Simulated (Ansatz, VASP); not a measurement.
## AlCu3 in VASP and in Ansatz

```
Al Cu
1.0
     0.11635    2.90872    2.90872
     2.90872    0.11635    2.90872
     2.90872    2.90872    0.11635
Al Cu
1 3
Direct
  0.00000 0.00000 0.00000
  0.50000 0.50000 0.50000
  0.25000 0.25000 0.25000
  0.75000 0.75000 0.75000
```

Alike in both runs: task single point; functional LDA; k mesh 14 × 14 × 14; occupations gaussian, width 0.15 eV; no spin polarisation.

|  | VASP | Ansatz |
| --- | --- | --- |
| version | VASP 6.6.1 | Ansatz 0.2.0 |
| potentials or method | VASP PAW LDA potentials, release 64 (Al, Cu), cutoff 520 eV | scalar-relativistic, plane waves, PAW |
| valence electrons in the cell | 36 | 60 |

```tsv
	VASP	Ansatz	Ansatz less VASP
gap on the k mesh at the Fermi level (eV)	none	none	-
pressure (GPa)	1.3	0.7	-0.61
traceless stress, the component that is largest in VASP (GPa)	-4.29	-4.26	+0.027
```

Ansatz warns that its potentials were made for another functional, while VASP's fit it. LDA's correlation is that of Perdew and Zunger in VASP and of Perdew and Wang (1992) in Ansatz. A gap of «none» marks a metal or a gap that the smearing closes. VASP's potentials hold 36 valence electrons a cell and Ansatz's 60, so a difference there can come from the potentials and not from the codes.
